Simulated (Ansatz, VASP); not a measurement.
## One calculation of Pd, two programs

Contents of INCAR:

```
SYSTEM = Pd
PREC = Accurate
ENCUT = 500
EDIFF = 1E-6
ISMEAR = -1
SIGMA = 0.15
LREAL = .False.
LASPH = .True.
NELM = 120
ALGO = Normal
ISIF = 2
LWAVE = .False.
LCHARG = .False.
GGA = PE
NBANDS = 11
GGA_COMPAT = .False.
```

The input KPOINTS:

```
regular mesh
0
Gamma
  9 9 9
  0 0 0
```

File POSCAR:

```
Pd
1.0
    0.0000000000      1.9602502879      1.9602502879
    1.9602502879      0.0000000000      1.9602502879
    1.9602502879      1.9602502879      0.0000000000
Pd
1
Direct
    0.0000000000      0.0000000000      0.0000000000
```

Input for Ansatz:

```yaml
crystal:
  lattice:
    - [-1.6719132932553044e-18, 1.960250287941717, 1.960250287941717]
    - [1.960250287941717, -3.0094439278595477e-18, 1.960250287941717]
    - [1.960250287941717, 1.960250287941717, -6.687653173021217e-19]
  atoms:
    - { symbol: Pd, position: [-1.4907446439986825e-34, 1.5698992268658693e-34, 1.5962840878215981e-34] }
basis:
  ecutwfc: 435.382179935808
kpoints:
  mp_grid:
    grid: [9, 9, 9]
hamiltonian:
  xc: pbe
scf:
  occupations:
    method: fermi_dirac
    width: 0.15
output:
  forces: true
  stress: true
```

Alike in both runs: task single point; functional PBE; k mesh 9 × 9 × 9; occupations fermi-dirac, width 0.15 eV; no spin polarisation.

|  | VASP | Ansatz |
| --- | --- | --- |
| version | VASP 6.6.1 | Ansatz 0.2.0 |
| potentials or method | VASP PAW PBE potentials, release 64 (Pd), cutoff 500 eV | plane waves, PAW |
| valence electrons in the cell | 10 | 18 |

```tsv
	VASP	Ansatz	Ansatz less VASP
pressure (GPa)	3.3	3.5	+0.27
```

VASP's potentials hold 10 valence electrons a cell and Ansatz's 18, so a difference there can come from the potentials and not from the codes.
